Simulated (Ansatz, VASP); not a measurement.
**SnO2: VASP beside Ansatz**

```
CELL_PARAMETERS angstrom
4.66331 0.00000 0.00000
0.00000 4.66331 0.00000
0.00000 0.00000 3.13484
ATOMIC_POSITIONS crystal
Sn 0.00000 0.00000 0.00000
Sn 0.50000 0.50000 0.50000
O 0.30588 0.30588 0.00000
O 0.19412 0.80588 0.50000
O 0.69412 0.69412 0.00000
O 0.80588 0.19412 0.50000
```

Alike in both runs: task single point; functional r2SCAN; k mesh 4 × 4 × 6; no spin polarisation.

|  | VASP | Ansatz |
| --- | --- | --- |
| version | VASP 6.6.1 | Ansatz 0.2.0 |
| potentials or method | VASP PAW PBE potentials, release 64 (Sn_d, O) | plane waves, PAW |
| plane-wave cutoff (eV) | 520 | 500 |
| occupations | gaussian, width 0.01 eV | fixed |
| valence electrons in the cell | 52 | 52 |

VASP gave:

- gap on the k mesh at the Fermi level (eV): 2.57
- pressure (GPa): 16.9
- traceless stress, the component that is largest in VASP (GPa): 3.32
- rms of the force components (eV/Å): 0.127

Estimate Ansatz's values.

gap on the k mesh at the Fermi level (eV): 2.54; pressure (GPa): 15.5; traceless stress, the component that is largest in VASP (GPa): 2.86; rms of the force components (eV/Å): 0.111.

VASP's potentials were made for PBE, not for r2SCAN. Atom by atom the forces differ by 0.016 eV/Å (rms over components).
